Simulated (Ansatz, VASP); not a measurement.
# Si3O2: VASP beside Ansatz

```
Si O
1.0
     3.47795    0.00000    0.00000
    -1.73897    3.01199    0.00000
     0.00000    0.00000    5.43205
Si O
3 2
Direct
  0.25000 0.25000 0.00000
  0.75000 0.00000 0.00000
  0.00000 0.75000 0.00000
  0.33333 0.66667 0.25000
  0.66667 0.33333 0.75000
```

Change from the starting cell: species swapped into the Ce2O3 type (P321, No. 150).

Alike in both runs: task relaxation of cell and atoms; functional PBE; k mesh 6 × 6 × 4; occupations gaussian, width 0.1 eV; no spin polarisation.

|  | VASP | Ansatz |
| --- | --- | --- |
| version | VASP 6.6.1 | Ansatz 0.2.0 |
| potentials or method | VASP PAW PBE potentials, release 64 (Si, O_h), cutoff 910 eV | scalar-relativistic, plane waves, PAW |
| valence electrons in the cell | 24 | 24 |

VASP gave:

```
gap on the k mesh at the Fermi level, each at its own relaxed structure (eV) : none
relaxed volume (Å³/atom)                                                     : 14.49
relaxed cell length with the largest relative difference (Å)                 : 4.730
```

**Question.** Which values does Ansatz return?

**Answer.** gap on the k mesh at the Fermi level, each at its own relaxed structure (eV): none; relaxed volume (Å³/atom): 16.13; relaxed cell length with the largest relative difference (Å): 4.932.

A gap of «none» marks a metal or a gap that the smearing closes. One of these differences is far larger than is usual between the two programs; its cause wasn't traced.

Noted on VASP's run: the cutoff is short for stress, so the pressure is rough; the volume moved by over 15 % at a fixed basis, so the end points are rough.
